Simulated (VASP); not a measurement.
# Al (Fm-3m) in VASP: relaxation of cell and atoms with PBE

Aim: the relaxation of cell and atoms of Al with PBE.

All numbers are computed with VASP 6.6.1; they aren't measurements. Logs are shortened: lines on timing, memory, paths and dates and some standing lists are left out, and cuts for length are marked.

## Step 1: The cell of the first run

It takes space group Fm-3m (No. 225, cubic). The conventional cell has a = 3.726 Å, b = 3.726 Å, c = 3.726 Å, α = 90.00°, β = 90.00°, γ = 90.00°. Al (site symmetry m-3m) has 12 Al at 2.63 Å within 3.5 Å.

## Step 2: Relaxation of cell and atoms, PBE

Contents of INCAR:

```
PREC = Accurate
ENCUT = 600
EDIFF = 1E-7
ISMEAR = -1
SIGMA = 0.025
LREAL = Auto
LASPH = T
NELM = 60
ALGO = Normal
ISIF = 3
LWAVE = F
LCHARG = F
GGA = PE
IBRION = 2
NSW = 40
EDIFFG = -0.01
```

Contents of KPOINTS:

```
regular mesh
0
Gamma
  2 2 2
```

Contents of POSCAR:

```
Al
1.0
    7.4520000000      0.0000000000      0.0000000000
    0.0000000000      7.4520000000      0.0000000000
    0.0000000000      0.0000000000      7.4520000000
Al
32
Direct
    0.0000000000      0.0000000000      0.0000000000
    0.0000000000      0.2500000000      0.2500000000
    0.2500000000      0.0000000000      0.2500000000
    0.2500000000      0.2500000000      0.0000000000
    0.0000000000      0.0000000000      0.5000000000
    0.0000000000      0.2500000000      0.7500000000
    0.2500000000      0.0000000000      0.7500000000
    0.2500000000      0.2500000000      0.5000000000
    0.0000000000      0.5000000000      0.0000000000
    0.0000000000      0.7500000000      0.2500000000
    0.2500000000      0.5000000000      0.2500000000
    0.2500000000      0.7500000000      0.0000000000
    0.0000000000      0.5000000000      0.5000000000
    0.0000000000      0.7500000000      0.7500000000
    0.2500000000      0.5000000000      0.7500000000
    0.2500000000      0.7500000000      0.5000000000
    0.5000000000      0.0000000000      0.0000000000
    0.5000000000      0.2500000000      0.2500000000
    0.7500000000      0.0000000000      0.2500000000
    0.7500000000      0.2500000000      0.0000000000
    0.5000000000      0.0000000000      0.5000000000
    0.5000000000      0.2500000000      0.7500000000
    0.7500000000      0.0000000000      0.7500000000
    0.7500000000      0.2500000000      0.5000000000
    0.5000000000      0.5000000000      0.0000000000
    0.5000000000      0.7500000000      0.2500000000
    0.7500000000      0.5000000000      0.2500000000
    0.7500000000      0.7500000000      0.0000000000
    0.5000000000      0.5000000000      0.5000000000
    0.5000000000      0.7500000000      0.7500000000
    0.7500000000      0.5000000000      0.7500000000
    0.7500000000      0.7500000000      0.5000000000
```

Potentials or basis: VASP PAW PBE potentials, release 64 (Al).

Run with:

```console
cat potpaw_PBE.64/Al/POTCAR > POTCAR
mpirun -np 1 vasp_std > vasp.out
```

OUTCAR:

```text
PREC = Accurate
   ENCUT = 600
   EDIFF = 1E-7
   ISMEAR = -1
   LREAL = Auto
   LASPH = T
   NELM = 60
   ISIF = 3
   GGA = PE
   IBRION = 2
   NSW = 40
   EDIFFG = -0.01

 ion  position               nearest neighbor table
   1  0.000  0.000  0.000-   2 2.63   3 2.63   4 2.63   6 2.63   7 2.63  10 2.63  12 2.63  14 2.63
                            19 2.63  20 2.63  23 2.63  28 2.63
   2  0.000  0.250  0.250-   1 2.63   3 2.63   4 2.63   5 2.63   8 2.63   9 2.63  11 2.63  13 2.63
                            19 2.63  20 2.63  24 2.63  27 2.63
   3  0.250  0.000  0.250-   1 2.63   2 2.63   4 2.63   5 2.63   8 2.63  10 2.63  12 2.63  16 2.63
                            17 2.63  18 2.63  21 2.63  26 2.63
   4  0.250  0.250  0.000-   1 2.63   2 2.63   3 2.63   6 2.63   7 2.63   9 2.63  11 2.63  15 2.63
                            17 2.63  18 2.63  22 2.63  25 2.63
   5  0.000  0.000  0.500-   2 2.63   3 2.63   6 2.63   7 2.63   8 2.63  10 2.63  14 2.63  16 2.63
                            19 2.63  23 2.63  24 2.63  32 2.63
   6  0.000  0.250  0.750-   1 2.63   4 2.63   5 2.63   7 2.63   8 2.63   9 2.63  13 2.63  15 2.63
                            20 2.63  23 2.63  24 2.63  31 2.63
   7  0.250  0.000  0.750-   1 2.63   4 2.63   5 2.63   6 2.63   8 2.63  12 2.63  14 2.63  16 2.63
                            17 2.63  21 2.63  22 2.63  30 2.63
   8  0.250  0.250  0.500-   2 2.63   3 2.63   5 2.63   6 2.63   7 2.63  11 2.63  13 2.63  15 2.63
                            18 2.63  21 2.63  22 2.63  29 2.63
   9  0.000  0.500  0.000-   2 2.63   4 2.63   6 2.63  10 2.63  11 2.63  12 2.63  14 2.63  15 2.63
                            20 2.63  27 2.63  28 2.63  31 2.63
  10  0.000  0.750  0.250-   1 2.63   3 2.63   5 2.63   9 2.63  11 2.63  12 2.63  13 2.63  16 2.63
                            19 2.63  27 2.63  28 2.63  32 2.63
  11  0.250  0.500  0.250-   2 2.63   4 2.63   8 2.63   9 2.63  10 2.63  12 2.63  13 2.63  16 2.63
                            18 2.63  25 2.63  26 2.63  29 2.63
[... 25 lines left out ...]
                            23 2.63  27 2.63  29 2.63  31 2.63
  25  0.500  0.500  0.000-   4 2.63  11 2.63  12 2.63  15 2.63  18 2.63  20 2.63  22 2.63  26 2.63
                            27 2.63  28 2.63  30 2.63  31 2.63
  26  0.500  0.750  0.250-   3 2.63  11 2.63  12 2.63  16 2.63  17 2.63  19 2.63  21 2.63  25 2.63
                            27 2.63  28 2.63  29 2.63  32 2.63
  27  0.750  0.500  0.250-   2 2.63   9 2.63  10 2.63  13 2.63  18 2.63  20 2.63  24 2.63  25 2.63
                            26 2.63  28 2.63  29 2.63  32 2.63
  28  0.750  0.750  0.000-   1 2.63   9 2.63  10 2.63  14 2.63  17 2.63  19 2.63  23 2.63  25 2.63
                            26 2.63  27 2.63  30 2.63  31 2.63
  29  0.500  0.500  0.500-   8 2.63  11 2.63  15 2.63  16 2.63  18 2.63  22 2.63  24 2.63  26 2.63
                            27 2.63  30 2.63  31 2.63  32 2.63
  30  0.500  0.750  0.750-   7 2.63  12 2.63  15 2.63  16 2.63  17 2.63  21 2.63  23 2.63  25 2.63
                            28 2.63  29 2.63  31 2.63  32 2.63
  31  0.750  0.500  0.750-   6 2.63   9 2.63  13 2.63  14 2.63  20 2.63  22 2.63  24 2.63  25 2.63
                            28 2.63  29 2.63  30 2.63  32 2.63
  32  0.750  0.750  0.500-   5 2.63  10 2.63  13 2.63  14 2.63  19 2.63  21 2.63  23 2.63  26 2.63
                            27 2.63  29 2.63  30 2.63  31 2.63

  LATTYP: Found a simple cubic cell.
 ALAT       =     7.4520000000

  Lattice vectors:

 A1 = (   7.4520000000,   0.0000000000,   0.0000000000)
 A2 = (   0.0000000000,   7.4520000000,   0.0000000000)
 A3 = (   0.0000000000,   0.0000000000,   7.4520000000)

Analysis of symmetry for initial positions (statically):
=====================================================================
 Subroutine PRICEL returns following result:

  LATTYP: Found a face centered cubic cell.
 ALAT       =     3.7260000000

  Lattice vectors:

 A1 = (   1.8630000000,  -1.8630000000,   0.0000000000)
 A2 = (   1.8630000000,   0.0000000000,   1.8630000000)
 A3 = (   0.0000000000,  -1.8630000000,   1.8630000000)

  32 primitive cells build up your supercell.

 Routine SETGRP: Setting up the symmetry group for a
 simple cubic supercell.

 Subroutine GETGRP returns: Found 48 space group operations
 (whereof 48 operations were pure point group operations)
 out of a pool of 48 trial point group operations.

The static configuration has the point symmetry O_h .

Analysis of symmetry for dynamics (positions and initial velocities):
=====================================================================
 Subroutine PRICEL returns following result:

  LATTYP: Found a face centered cubic cell.
 ALAT       =     3.7260000000

  Lattice vectors:

 A1 = (   1.8630000000,  -1.8630000000,   0.0000000000)
 A2 = (   1.8630000000,   0.0000000000,   1.8630000000)
 A3 = (   0.0000000000,  -1.8630000000,   1.8630000000)

  32 primitive cells build up your supercell.

 Routine SETGRP: Setting up the symmetry group for a
 simple cubic supercell.

 Subroutine GETGRP returns: Found 48 space group operations
 (whereof 48 operations were pure point group operations)
 out of a pool of 48 trial point group operations.

The dynamic configuration has the point symmetry O_h .

 Subroutine INISYM returns: Found 48 space group operations
 (whereof 48 operations are pure point group operations),
 and found    32 'primitive' translations

----------------------------------------------------------------------------------------

                                     Primitive cell

  volume of cell :      12.9321

  direct lattice vectors                    reciprocal lattice vectors
     1.863000000 -1.863000000  0.000000000     0.268384326 -0.268384326 -0.268384326
     1.863000000  0.000000000  1.863000000     0.268384326  0.268384326  0.268384326
     0.000000000 -1.863000000  1.863000000    -0.268384326 -0.268384326  0.268384326

  length of vectors
     2.634679867  2.634679867  2.634679867     0.464855289  0.464855289  0.464855289

  position of ions in fractional coordinates (direct lattice)
     0.000000000  0.000000000  0.000000000

  ion indices of the primitive-cell ions
   primitive index   ion index
                 1           1

----------------------------------------------------------------------------------------

 KPOINTS: regular mesh

Automatic generation of k-mesh.
 Grid dimensions read from file:
 generate k-points for:    2    2    2

 Generating k-lattice:

  Cartesian coordinates                     Fractional coordinates (reciprocal lattice)
     0.067096082  0.000000000  0.000000000     0.500000000  0.000000000  0.000000000
     0.000000000  0.067096082  0.000000000     0.000000000  0.500000000  0.000000000
     0.000000000  0.000000000  0.067096082     0.000000000  0.000000000  0.500000000

  Length of vectors
     0.067096082  0.067096082  0.067096082

  Shift w.r.t. Gamma in fractional coordinates (k-lattice)
     0.000000000  0.000000000  0.000000000

 Subroutine IBZKPT returns following result:
 ===========================================

 Found      4 irreducible k-points:

 Following reciprocal coordinates:
            Coordinates               Weight
  0.000000  0.000000  0.000000      1.000000
  0.500000  0.000000  0.000000      3.000000
  0.500000  0.500000  0.000000      3.000000
  0.500000  0.500000  0.500000      1.000000
   k-points           NKPTS =      4   k-points in BZ     NKDIM =      4   number of bands    NBANDS=     65
   number of dos      NEDOS =    301   number of ions     NIONS =     32
   total plane-waves  NPLWV = 216000
   dimension x,y,z NGX =    60 NGY =   60 NGZ =   60
   dimension x,y,z NGXF=   120 NGYF=  120 NGZF=  120
   ions per type =              32
   NGX,Y,Z   is equivalent  to a cutoff of  13.39, 13.39, 13.39 a.u.
   NGXF,Y,Z  is equivalent  to a cutoff of  26.77, 26.77, 26.77 a.u.
 SYSTEM =  unknown system
   PREC   = accura    normal or accurate (medium, high low for compatibility)
   ISTART =      0    job   : 0-new  1-cont  2-samecut
   ICHARG =      2    charge: 1-file 2-atom 10-const
   ISPIN  =      1    spin polarized calculation?
   LNONCOLLINEAR =      F non collinear calculations
   LSORBIT =      F    spin-orbit coupling
   LASPH  =      T    aspherical Exc in radial PAW
   ENCUT  =  600.0 eV  44.10 Ry    6.64 a.u.  14.88 14.88 14.88*2*pi/ulx,y,z
   NELM   =     60;   NELMIN=  2; NELMDL= -5     # of ELM steps
   EDIFF  = 0.1E-06   stopping-criterion for ELM
   LREAL  =      T    real-space projection
   EDIFFG = -.1E-01   stopping-criterion for IOM
   NSW    =     40    number of steps for IOM
   IBRION =      2    ionic relax: 0-MD 1-quasi-New 2-CG
   NFREE  =      1    steps in history (QN), initial steepest desc. (CG)
   ISIF   =      3    stress and relaxation
   ISYM   =      2    0-nonsym 1-usesym 2-fastsym
   POTIM  = 0.5000    time-step for ionic-motion
   TEBEG  =    0.0;   TEEND  =   0.0 temperature during run
   PSTRESS=    0.0 pullay stress
   NELECT =      96.0000    total number of electrons
   NUPDOWN=      -1.0000    fix difference up-down
   EMIN   =  10.00;   EMAX   =-10.00  energy-range for DOS
   EFERMI =   0.00;   METHOD = LEGACY
   ISMEAR =    -1;   SIGMA  =   0.03  broadening in eV -4-tet -1-fermi 0-gaus
   EFERMI_NEDOS =   21; number of points for ismear=-14 and -15
   IALGO  =     38    algorithm
   IMIX   =      4    mixing-type and parameters
     AMIX     =   0.40;   BMIX     =  1.00
     AMIX_MAG =   1.60;   BMIX_MAG =  1.00
  volume/ion in A,a.u.               =      12.93        87.27
  Fermi-wavevector in a.u.,A,eV,Ry     =   1.005910  1.900894 13.767118  1.011855
  Thomas-Fermi vector in A             =   2.138619
   LORBIT       =      0    0 simple, 1 ext, 2 COOP (PROOUT), +10 PAW based schemes
   GGA     = PE    functional components
   LHFCALC =     F    Hartree Fock is set to
   AEXX    =    0.0000 exact exchange contribution
   IVDW    =     0    specifies the selected vdW correction
   LEPSILON=     F    determine dielectric tensor
   LRPA    =     F    only Hartree local field effects (RPA)
 conjugate gradient relaxation of ions
 non-spin polarized calculation
  energy-cutoff  :      600.00
  volume of cell :      413.83
 maximum number of plane-waves:     13854
 NGX is ok and might be reduce to    60
   NGX = 29   NGY = 29   NGZ = 29

--------------------------------------- Ionic step        1  -------------------------------------------

 number of electron      96.0000002 magnetization

 Free energy of the ion-electron system (eV)
  ---------------------------------------------------
  ext. energy  EPLUGINS =         0.00000000
  ---------------------------------------------------
  free energy    TOTEN  =      -110.58798578 eV

  energy without entropy =     -110.51112844  energy(sigma->0) =     -110.54955711

 E-fermi :  10.2699     XC(G=0): -11.1120

 val. band max:       10.2365716462   @ k =   0.5000   0.0000   0.0000
 cond. band min:      10.4784628280   @ k =   0.0000   0.0000   0.0000
 fundamental gap:      0.2418911818
 Fermi energy:        10.2699376968

 k-point     1 :       0.0000    0.0000    0.0000
  band No.  band energies     occupation
      1      -2.1330      2.00000
      2       0.4962      2.00000
      3       0.4962      2.00000
      4       0.4962      2.00000
      5       0.4962      2.00000
      6       0.4962      2.00000
[... 697 lines left out ...]
  energy  without entropy=     -119.2779724220  energy(sigma->0) =     -119.34234061

--------------------------------------- Ionic step        4  -------------------------------------------

 number of electron      95.9999999 magnetization

 Free energy of the ion-electron system (eV)
  ---------------------------------------------------
  ext. energy  EPLUGINS =         0.00000000
  ---------------------------------------------------
  free energy    TOTEN  =      -119.44269963 eV

  energy without entropy =     -119.33920153  energy(sigma->0) =     -119.39095058

 E-fermi :   7.5407     XC(G=0): -10.1526

 val. band max:        7.4562276050   @ k =   0.5000   0.5000   0.0000
 cond. band min:       7.5609478603   @ k =   0.5000   0.0000   0.0000
 fundamental gap:      0.1047202553
 Fermi energy:         7.5407260593

 k-point     1 :       0.0000    0.0000    0.0000
  band No.  band energies     occupation
      1      -3.1767      2.00000
      2      -0.9459      2.00000
      3      -0.9459      2.00000
      4      -0.9459      2.00000
      5      -0.9459      2.00000
      6      -0.9459      2.00000
[... 301 lines left out ...]
  FREE ENERGIE OF THE ION-ELECTRON SYSTEM (eV)
  ---------------------------------------------------
  free  energy   TOTEN  =      -119.4426996335 eV

  energy  without entropy=     -119.3392015297  energy(sigma->0) =     -119.39095058

 reached required accuracy - stopping structural energy minimisation
```

Wall time 8.1 min (1 thread of Intel Xeon Platinum 8488C (Sapphire Rapids), shared host); peak memory 0.54 GiB.

Results:

```yaml
Free_energy: -119.4427 eV
Relaxed_volume: 16.70 Å³/atom
Relaxed_cell: a = 8.115 Å, b = 8.115 Å, c = 8.115 Å, α = 90.00°, β = 90.00°, γ = 90.00°
Space_group_after_relaxing_to_0.1_Å: Fm-3m (No. 225)
Energy_gained_by_relaxing: 276.7 meV/atom
Ionic_steps: 4
Pressure_after_relaxing: 0.1 GPa
Band_gap_on_the_k_mesh: zero (bands 48 and 49 overlap by 0.94 eV)
```

Step by step:
```
step  energy change (eV)  largest force (eV/Å)  pressure (GPa)  volume (Å³)
   1              0.0000                0.0000           32.06       413.83
   2             -7.7153                0.0000           -6.19       588.97
   3             -8.8187                0.0000            1.15       525.71
   4             -8.8547                0.0000            0.07       534.41
```

Final structure:
```yaml
crystal:
  lattice:
    - [8.11508, 0.00000, 0.00000]
    - [0.00000, 8.11508, 0.00000]
    - [0.00000, 0.00000, 8.11508]
  atoms:
    - { symbol: Al, position: [0.00000, 0.00000, 0.00000] }
    - { symbol: Al, position: [0.00000, 0.25000, 0.25000] }
    - { symbol: Al, position: [0.25000, 0.00000, 0.25000] }
    - { symbol: Al, position: [0.25000, 0.25000, 0.00000] }
    - { symbol: Al, position: [0.00000, 0.00000, 0.50000] }
    - { symbol: Al, position: [0.00000, 0.25000, 0.75000] }
    - { symbol: Al, position: [0.25000, 0.00000, 0.75000] }
    - { symbol: Al, position: [0.25000, 0.25000, 0.50000] }
    - { symbol: Al, position: [0.00000, 0.50000, 0.00000] }
    - { symbol: Al, position: [0.00000, 0.75000, 0.25000] }
    - { symbol: Al, position: [0.25000, 0.50000, 0.25000] }
    - { symbol: Al, position: [0.25000, 0.75000, 0.00000] }
    - { symbol: Al, position: [0.00000, 0.50000, 0.50000] }
    - { symbol: Al, position: [0.00000, 0.75000, 0.75000] }
    - { symbol: Al, position: [0.25000, 0.50000, 0.75000] }
    - { symbol: Al, position: [0.25000, 0.75000, 0.50000] }
    - { symbol: Al, position: [0.50000, 0.00000, 0.00000] }
    - { symbol: Al, position: [0.50000, 0.25000, 0.25000] }
    - { symbol: Al, position: [0.75000, 0.00000, 0.25000] }
    - { symbol: Al, position: [0.75000, 0.25000, 0.00000] }
    - { symbol: Al, position: [0.50000, 0.00000, 0.50000] }
    - { symbol: Al, position: [0.50000, 0.25000, 0.75000] }
    - { symbol: Al, position: [0.75000, 0.00000, 0.75000] }
    - { symbol: Al, position: [0.75000, 0.25000, 0.50000] }
    - { symbol: Al, position: [0.50000, 0.50000, 0.00000] }
    - { symbol: Al, position: [0.50000, 0.75000, 0.25000] }
    - { symbol: Al, position: [0.75000, 0.50000, 0.25000] }
    - { symbol: Al, position: [0.75000, 0.75000, 0.00000] }
    - { symbol: Al, position: [0.50000, 0.50000, 0.50000] }
    - { symbol: Al, position: [0.50000, 0.75000, 0.75000] }
    - { symbol: Al, position: [0.75000, 0.50000, 0.75000] }
    - { symbol: Al, position: [0.75000, 0.75000, 0.50000] }
```

Caveat: the k points lie up to 0.39 Å⁻¹ apart in the final cell, too coarse for converged energies and pressures of a metal; the volume moved by over 15 % at a fixed basis, so the end points are rough.
